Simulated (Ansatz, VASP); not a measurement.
Cu in VASP and in Ansatz

File POSCAR:

```
Cu
1.0
    0.0000000000      1.7519309172      1.7519309172
    1.7519309172      0.0000000000      1.7519309172
    1.7519309172      1.7519309172      0.0000000000
Cu
1
Direct
    0.0000000000      0.0000000000      0.0000000000
```

Contents of INCAR.step1:

```
ALGO = Normal
EDIFF = 1E-4
ENCUT = 520
GGA = PE
ISMEAR = 0
LASPH = True
LCHARG = False
LREAL = False
LWAVE = True
NBANDS = 12
NELM = 80
PREC = Accurate
SIGMA = 0.1
```

The input INCAR.step2:

```
ALGO = Normal
EDIFF = 1E-6
ENCUT = 520
ISIF = 2
ISMEAR = 0
ISTART = 1
LASPH = True
LCHARG = False
LMIXTAU = True
LREAL = False
LWAVE = False
METAGGA = R2SCAN
NBANDS = 12
NELM = 80
PREC = Accurate
SIGMA = 0.1
```

The input KPOINTS:

```
k-points
0
Gamma
  20 20 20
```

Input for Ansatz:

```yaml
crystal:
  lattice:
    - [0.0, 1.7519309172, 1.7519309172]
    - [1.7519309172, 0.0, 1.7519309172]
    - [1.7519309172, 1.7519309172, 0.0]
  atoms:
    - { symbol: Cu, position: [0.0, 0.0, 0.0] }
basis:
  ecutwfc: 500
kpoints:
  mp_grid: { grid: [20, 20, 20] }
hamiltonian:
  xc: r2scan
scf:
  occupations: { method: gaussian, width: 0.1 }
output:
  forces: true
  stress: true
  eigenvalues: true
```

Alike in both runs: task single point; functional r2SCAN; k mesh 20 × 20 × 20; occupations gaussian, width 0.1 eV; no spin polarisation.

|  | VASP | Ansatz |
| --- | --- | --- |
| version | VASP 6.6.1 | Ansatz 0.2.0 |
| potentials or method | VASP PAW PBE potentials, release 64 (Cu), cutoff 520 eV | scalar-relativistic, plane waves, PAW |
| valence electrons in the cell | 11 | 19 |

Ansatz gave:

```
gap on the k mesh at the Fermi level (eV) : none
pressure (GPa)                            : 11.7
```

Problem. Estimate VASP's values.

Solution. gap on the k mesh at the Fermi level (eV): none; pressure (GPa): 12.4.

VASP's potentials were made for PBE, not for r2SCAN. A gap of «none» marks a metal or a gap that the smearing closes. VASP's potentials hold 11 valence electrons a cell and Ansatz's 19, so a difference there can come from the potentials and not from the codes.
